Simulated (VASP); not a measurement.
# Ga27SbAs26 (a cell with a defect): electric field gradients with PBE

The system is Ga27SbAs26 (a cell with a defect).

```
Ga Sb As
1.0
     0.00000    8.48055    8.48055
     8.48055    0.00000    8.48055
     8.48055    8.48055    0.00000
Ga Sb As
27 1 26
Direct
  0.00000 0.00000 0.00000
  0.00000 0.00000 0.33333
  0.00000 0.00000 0.66667
  0.00000 0.33333 0.00000
  0.00000 0.33333 0.33333
  0.00000 0.33333 0.66667
  0.00000 0.66667 0.00000
  0.00000 0.66667 0.33333
  0.00000 0.66667 0.66667
  0.33333 0.00000 0.00000
  0.33333 0.00000 0.33333
  0.33333 0.00000 0.66667
  0.33333 0.33333 0.00000
  0.33333 0.33333 0.33333
  0.33333 0.33333 0.66667
  0.33333 0.66667 0.00000
  0.33333 0.66667 0.33333
  0.33333 0.66667 0.66667
  0.66667 0.00000 0.00000
  0.66667 0.00000 0.33333
  0.66667 0.00000 0.66667
  0.66667 0.33333 0.00000
  0.66667 0.33333 0.33333
  0.66667 0.33333 0.66667
  0.66667 0.66667 0.00000
  0.66667 0.66667 0.33333
  0.66667 0.66667 0.66667
  0.08333 0.08333 0.08333
  0.08333 0.08333 0.41667
  0.08333 0.08333 0.75000
  0.08333 0.41667 0.08333
  0.08333 0.41667 0.41667
  0.08333 0.41667 0.75000
  0.08333 0.75000 0.08333
  0.08333 0.75000 0.41667
  0.08333 0.75000 0.75000
  0.41667 0.08333 0.08333
  0.41667 0.08333 0.41667
  0.41667 0.08333 0.75000
  0.41667 0.41667 0.08333
  0.41667 0.41667 0.41667
  0.41667 0.41667 0.75000
  0.41667 0.75000 0.08333
  0.41667 0.75000 0.41667
  0.41667 0.75000 0.75000
  0.75000 0.08333 0.08333
  0.75000 0.08333 0.41667
  0.75000 0.08333 0.75000
  0.75000 0.41667 0.08333
  0.75000 0.41667 0.41667
  0.75000 0.41667 0.75000
  0.75000 0.75000 0.08333
  0.75000 0.75000 0.41667
  0.75000 0.75000 0.75000
```

```
Program                : VASP 6.6.1
Task                   : electric field gradients
Functional             : PBE
Potentials or basis    : VASP PAW PBE potentials, release 64 (Ga_d, Sb, As)
Cutoff                 : 520 eV
k mesh                 : 2 × 2 × 2
Occupations            : fermi-dirac, width 0.01 eV
Spin                   : no spin polarisation
Dipole correction      : no
Further INCAR settings : LREAL = Auto; ALGO = Normal; EDIFF = 1e-08; NBANDS = 276
```

```json
{
 "Pressure": "4.3 GPa",
 "Largest force": "1.550 eV/Å",
 "Band gap on the k mesh": "0.54 eV",
 "Largest electric field gradient by atom": "Ga -29.4, +0.5, -0.1, -0.2, -0.0 (each value once); Sb -0.0; As -4.0, -0.3, +0.2 (each value once) V/Å²"
}
```

Forces in eV/Å, atoms in the order of the input:
```
Ga  -0.895 -0.895 -0.895
Ga   0.895  0.895 -0.895
Ga   0.000  0.000  0.028
Ga   0.895 -0.895  0.895
Ga  -0.003 -0.003 -0.003
Ga   0.003  0.003 -0.003
Ga   0.000  0.028  0.000
Ga   0.003 -0.003  0.003
Ga  -0.028  0.000  0.000
Ga  -0.895  0.895  0.895
Ga  -0.003 -0.003 -0.003
Ga   0.003  0.003 -0.003
Ga  -0.003 -0.003 -0.003
Ga   0.000  0.000  0.000
Ga   0.003  0.003 -0.003
Ga   0.003 -0.003  0.003
Ga   0.003 -0.003  0.003
Ga   0.003 -0.003 -0.003
Ga   0.028  0.000  0.000
Ga  -0.003  0.003  0.003
Ga   0.000 -0.028  0.000
Ga  -0.003  0.003  0.003
Ga  -0.003  0.003  0.003
Ga  -0.003  0.003 -0.003
Ga   0.000  0.000 -0.028
Ga  -0.003 -0.003  0.003
Ga   0.003  0.003  0.003
Sb   0.000  0.000  0.000
As   0.036  0.036 -0.043
As  -0.036 -0.036 -0.043
As   0.036 -0.043  0.036
As  -0.002  0.002  0.002
As   0.043 -0.036  0.036
As  -0.036 -0.043 -0.036
As   0.043  0.036 -0.036
As  -0.001  0.001  0.001
As  -0.043  0.036  0.036
As   0.002 -0.002  0.002
As  -0.036  0.043  0.036
As   0.002  0.002 -0.002
As  -0.002 -0.002 -0.002
As   0.000  0.000  0.001
As  -0.036  0.036  0.043
As   0.000  0.001  0.000
As  -0.001  0.000  0.000
As  -0.043 -0.036 -0.036
As   0.036  0.043 -0.036
As   0.001 -0.001  0.001
As   0.036 -0.036  0.043
As   0.001  0.000  0.000
As   0.000 -0.001  0.000
As   0.001  0.001 -0.001
As   0.000  0.000 -0.001
As  -0.001 -0.001 -0.001
```

Levels at points of the mesh, in eV from the valence-band top:
| k point | band 241 | band 242 | band 243 | band 244 | band 245 | band 246 |
| --- | --- | --- | --- | --- | --- | --- |
| (0.00, 0.00, 0.00) | 0.00 | 0.00 | 0.00 | 0.54 | 1.16 | 1.16 |
| (0.50, 0.00, 0.00) | -0.41 | -0.37 | -0.37 | 0.99 | 1.61 | 1.65 |
| (0.50, 0.50, 0.00) | -0.55 | -0.52 | -0.52 | 1.42 | 1.61 | 2.25 |

Electric field gradients, principal values (V/Å²):
```
 atom   least  middle  greatest (by size)
 1 Ga  14.685  14.685             -29.369
 2 Ga  14.676  14.685             -29.361
 3 Ga  -0.099  -0.367               0.466
 4 Ga  14.676  14.685             -29.361
 5 Ga   0.050   0.100              -0.150
 6 Ga   0.057   0.094              -0.151
 7 Ga  -0.099  -0.367               0.466
 8 Ga   0.057   0.094              -0.151
 9 Ga  -0.099  -0.361               0.460
10 Ga  14.676  14.685             -29.361
11 Ga   0.050   0.100              -0.150
12 Ga   0.057   0.094              -0.151
13 Ga   0.050   0.100              -0.150
14 Ga   0.003   0.003              -0.006
15 Ga   0.053   0.100              -0.153
16 Ga   0.057   0.094              -0.151
17 Ga   0.053   0.100              -0.153
18 Ga   0.074   0.082              -0.155
19 Ga  -0.099  -0.367               0.466
20 Ga   0.057   0.094              -0.151
21 Ga  -0.099  -0.361               0.460
22 Ga   0.057   0.094              -0.151
23 Ga   0.053   0.100              -0.153
24 Ga   0.074   0.082              -0.155
25 Ga  -0.099  -0.361               0.460
26 Ga   0.074   0.082              -0.155
27 Ga   0.082   0.082              -0.163
28 Sb   0.000   0.000               0.000
29 As   1.812   2.205              -4.017
30 As   1.812   2.205              -4.017
31 As   1.812   2.205              -4.017
32 As   0.132   0.133              -0.264
33 As   1.813   2.205              -4.017
34 As   1.812   2.205              -4.017
35 As   1.813   2.205              -4.017
36 As  -0.091  -0.091               0.182
37 As   1.812   2.205              -4.017
38 As   0.132   0.133              -0.264
39 As   1.813   2.205              -4.017
40 As   0.132   0.133              -0.264
41 As   0.132   0.132              -0.264
42 As   0.002   0.284              -0.286
43 As   1.813   2.205              -4.017
44 As   0.002   0.284              -0.286
45 As   0.002   0.283              -0.286
46 As   1.812   2.205              -4.017
47 As   1.813   2.205              -4.017
48 As  -0.091  -0.091               0.182
49 As   1.813   2.205              -4.017
50 As   0.002   0.284              -0.286
51 As   0.002   0.283              -0.286
52 As  -0.091  -0.091               0.182
53 As   0.002   0.283              -0.286
54 As  -0.091  -0.091               0.183
```

Wall time 6.1 min on 1 × NVIDIA H100 80GB with 1 thread of AMD EPYC 7R13 Processor (Zen 3), on a shared host, peak memory 2.3 GiB.

Caveat: semilocal functionals underestimate gaps, and a narrow one can read as zero; without QUAD_EFG the Cq values of the log hold for a quadrupole moment of 1 mb, not for the nuclei; spin-orbit coupling is left out, which moves the levels of the heavy elements.
